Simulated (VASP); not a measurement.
Au:

```
Au
1.0
     1.38250   -2.50376    0.00000
     1.38250    2.50376    0.00000
     0.00000    0.00000    4.79328
Au
2
Cartesian
  1.3825 0.8279 1.1983
  1.3825 -0.8279 3.5950
```

This cell differs from its parent crystal: volume scaled by 0.94.

Base run:

```yaml
Program: VASP 6.6.1
Functional: LDA
Potentials_or_basis: VASP PAW LDA potentials, release 64 (Au)
Cutoff: 520 eV
k_mesh: 11 × 11 × 6
Occupations: fermi-dirac, width 0.05 eV
Spin: no spin polarisation
```

Its results: band gap on the k mesh zero (band 11 reaches 13.60 eV, above the bottom of band 12 at 7.10 eV); pressure 0.9 GPa; largest force 0.037 eV/Å.

Q: The run is repeated on the same cell with these changes: functional from LDA to r2SCAN; potentials or basis from VASP PAW LDA potentials, release 64 (Au) to VASP PAW PBE potentials, release 64 (Au). What comes out?

A: Band gap on the k mesh zero (band 11 reaches 13.86 eV, above the bottom of band 12 at 6.91 eV); pressure 11.1 GPa; largest force 0.041 eV/Å.

Caveats: spin-orbit coupling is left out, which moves the levels of the heavy elements; the PAW data sets were made with another functional, which shifts forces and pressure a little (some runs).
